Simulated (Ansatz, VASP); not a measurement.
# InP in VASP and in Ansatz

```
CELL_PARAMETERS angstrom
0.00000 2.95198 2.95198
2.95198 0.00000 2.95198
2.95198 2.95198 0.00000
ATOMIC_POSITIONS crystal
In 0.00000 0.00000 0.00000
P 0.75000 0.75000 0.75000
```

Alike in both runs: task relaxation of cell and atoms; functional LDA; k mesh 10 × 10 × 10; occupations gaussian, width 0.02 eV; no spin polarisation.

|  | VASP | Ansatz |
| --- | --- | --- |
| version | VASP 6.6.1 | Ansatz 0.2.0 |
| potentials or method | VASP PAW LDA potentials, release 64 (In_d, P), cutoff 500 eV | scalar-relativistic, plane waves, PAW |
| valence electrons in the cell | 18 | 18 |

VASP gave:

* gap on the k mesh at the Fermi level, each at its own relaxed structure (eV): 0.60
* relaxed volume (Å³/atom): 24.74
* relaxed cell length with the largest relative difference (Å): 4.121

Question: Which values does Ansatz return?

Answer: gap on the k mesh at the Fermi level, each at its own relaxed structure (eV): 0.57; relaxed volume (Å³/atom): 24.74; relaxed cell length with the largest relative difference (Å): 4.121.

LDA's correlation is that of Perdew and Zunger in VASP and of Perdew and Wang (1992) in Ansatz.
